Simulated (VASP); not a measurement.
# MgO (P1) in VASP: a series of runs, part 2 of 2

VASP 6.6.1.

## Step 3: Single point, LDA

INCAR reads:

```
SYSTEM = MgO
ALGO = Normal ; EDIFF = 1E-7
ENCUT = 520 ; ISIF = 2
ISMEAR = -1 ; LASPH = .TRUE.
LCHARG = .FALSE. ; LREAL = Auto
LWAVE = .FALSE. ; NBANDS = 46
NELM = 80 ; PREC = Accurate
SIGMA = 0.05
```

KPOINTS reads:

```
k-points
0
G
  2 2 2
  0 0 0
```

POSCAR reads:

```
MgO
1.0
    0.0000000000      3.9800400000      3.9800400000
    3.9800400000      0.0000000000      3.9800400000
    3.9800400000      3.9800400000      0.0000000000
Mg O
8 8
Direct
    0.0159294881      0.0040703109     -0.0124119356
    0.0226254007      0.0202384901      0.4754851710
    0.0265072713      0.5148691973     -0.0174370107
    0.0343715139      0.4908242128      0.5021808826
    0.5212761681      0.0166581240     -0.0106029085
    0.5165400348      0.0513688305      0.4743294037
    0.5267158119      0.5277710777     -0.0351127124
    0.5389141818      0.5508738606      0.4577843439
    0.2732384599      0.2920573663      0.2025859037
    0.2612787811      0.3127355504      0.7238369464
    0.2793941769      0.7831579582      0.2265303866
    0.2841051849      0.8076928875      0.7116134511
    0.7612486307      0.3044693018      0.2465301856
    0.7797283444      0.2381006221      0.7531456970
    0.7706329585      0.7923915338      0.2398342730
    0.7753565291      0.7947784444      0.7401307525
```

Potentials or basis: VASP PAW LDA potentials, release 64 (Mg, O).

On the command line:

```console
cat potpaw_LDA.64/Mg/POTCAR potpaw_LDA.64/O/POTCAR > POTCAR
mpirun -np 1 vasp_std > vasp.out
```

OUTCAR:

```text
SYSTEM = MgO
   EDIFF = 1E-7
   ENCUT = 520
   ISIF = 2
   ISMEAR = -1
   LASPH = .TRUE.
   LREAL = Auto
   NELM = 80
   PREC = Accurate

 ion  position               nearest neighbor table
   1  0.016  0.004  0.988-  15 1.83  14 1.87  12 1.90  11 2.01  10 2.21  13 2.23   4 2.74   3 2.74
                             5 2.74   7 2.78   6 2.79   2 2.81   2 2.82   7 2.85   6 2.86   5 2.89
   2  0.023  0.020  0.475-  16 1.89  11 1.94  13 1.97  14 1.98  12 1.99   9 2.08   4 2.76   6 2.77
                             5 2.77   3 2.78   8 2.78   1 2.81   1 2.82   3 2.85   5 2.86   8 2.86
   3  0.027  0.515  0.983-  10 1.84   9 1.86  13 1.91  16 1.97  15 2.13  12 2.19   8 2.72   1 2.74
                             4 2.75   2 2.78   5 2.79   7 2.80   7 2.83   5 2.83   2 2.85   4 2.88
   4  0.034  0.491  0.502-  10 1.80   9 2.00  14 2.02  15 2.11  11 2.14  16 2.17   6 2.60   7 2.74
[... 606 lines left out ...]
 VOLUME and BASIS-vectors are now :
 -----------------------------------------------------------------------------
  energy-cutoff  :      520.00
  volume of cell :      126.09
      direct lattice vectors                 reciprocal lattice vectors
     0.000000000  3.980040000  3.980040000    -0.125626878  0.125626878  0.125626878
     3.980040000  0.000000000  3.980040000     0.125626878 -0.125626878  0.125626878
     3.980040000  3.980040000  0.000000000     0.125626878  0.125626878 -0.125626878

 POSITION                                       TOTAL-FORCE (eV/Angst)
 -----------------------------------------------------------------------------------
      3.94684      3.99404      0.07960         1.008383      1.148049      2.094771
      1.97300      1.98250      0.17060         0.364558      0.248842      0.541506
      5.95984      4.01614      2.15470         1.265369     -1.040909      1.090630
      3.95220      2.13550      2.09030         0.809006     -2.683808      1.054401
      4.00414      6.01254      2.14100         0.378750     -0.964366      0.719140
      2.09230      3.94370      2.26030         0.110297      0.813968      0.498313
[... 8 lines left out ...]
      4.10830      4.02170      6.22090        -0.598700      0.876720     -0.963296
      6.10900      6.03170      6.24920        -2.043511     -0.631808     -1.715974
 -----------------------------------------------------------------------------------
    total drift:                               -0.001352     -0.003077      0.006778

  FREE ENERGIE OF THE ION-ELECTRON SYSTEM (eV)
  ---------------------------------------------------
  free  energy   TOTEN  =      -104.0904904748 eV

  energy  without entropy=     -104.0904904747  energy(sigma->0) =     -104.09049047
```

OSZICAR:

```text
N       E                     dE             d eps       ncg     rms          rms(c)
DAV:   1     0.313206649514E+03    0.31321E+03   -0.33450E+04   768   0.131E+03
DAV:   2    -0.996787237079E+02   -0.41289E+03   -0.40144E+03   928   0.289E+02
DAV:   3    -0.118240784233E+03   -0.18562E+02   -0.18491E+02   922   0.616E+01
DAV:   4    -0.118350309871E+03   -0.10953E+00   -0.10944E+00   880   0.545E+00
DAV:   5    -0.118350909348E+03   -0.59948E-03   -0.59940E-03   876   0.406E-01    0.214E+01
DAV:   6    -0.104569506164E+03    0.13781E+02   -0.47214E+01   872   0.321E+01    0.580E+00
DAV:   7    -0.104295977886E+03    0.27353E+00   -0.11625E+00   848   0.480E+00    0.377E+00
DAV:   8    -0.104098301229E+03    0.19768E+00   -0.23257E-01   824   0.330E+00    0.683E-01
DAV:   9    -0.104090776809E+03    0.75244E-02   -0.26666E-02   904   0.833E-01    0.197E-01
DAV:  10    -0.104090553765E+03    0.22304E-03   -0.36345E-03   854   0.304E-01    0.795E-02
DAV:  11    -0.104090497646E+03    0.56119E-04   -0.26764E-04   880   0.943E-02    0.261E-02
DAV:  12    -0.104090491116E+03    0.65304E-05   -0.45736E-05   868   0.342E-02    0.825E-03
DAV:  13    -0.104090490633E+03    0.48261E-06   -0.40836E-06   872   0.150E-02    0.364E-03
DAV:  14    -0.104090490501E+03    0.13210E-06   -0.15104E-06   868   0.745E-03    0.165E-03
DAV:  15    -0.104090490475E+03    0.26225E-07   -0.30176E-07   752   0.317E-03
   1 F= -.10409049E+03 E0= -.10409049E+03  d E =-.107341E-09
```

It took 62 s on 1 thread of Intel Xeon Platinum 8488C (Sapphire Rapids), shared host; peak memory 0.22 GiB.

What came out:

```
Free energy            : -104.0905 eV
Pressure               : 34.6 GPa
Largest force          : 3.280 eV/Å
Band gap on the k mesh : 6.25 eV
```

Forces on the atoms (eV/Å):
```
Mg   1.008  1.148  2.095
Mg   0.365  0.249  0.542
Mg   1.265 -1.041  1.091
Mg   0.809 -2.684  1.054
Mg   0.379 -0.964  0.719
Mg   0.110  0.814  0.498
Mg   0.713  0.428  0.543
Mg   1.634  0.547 -1.903
O    1.121  1.884 -0.512
O   -1.902  1.919 -0.622
O   -0.379 -0.704 -1.067
O   -0.977  0.491 -1.331
O   -2.786 -0.556 -0.869
O    1.283 -1.775  2.441
O   -0.599  0.877 -0.963
O   -2.044 -0.632 -1.716
```

Caveat: the k points lie up to 0.68 Å⁻¹ apart; forces of over 1 eV/Å act on the atoms, so gaps and moduli don't describe the material at rest.
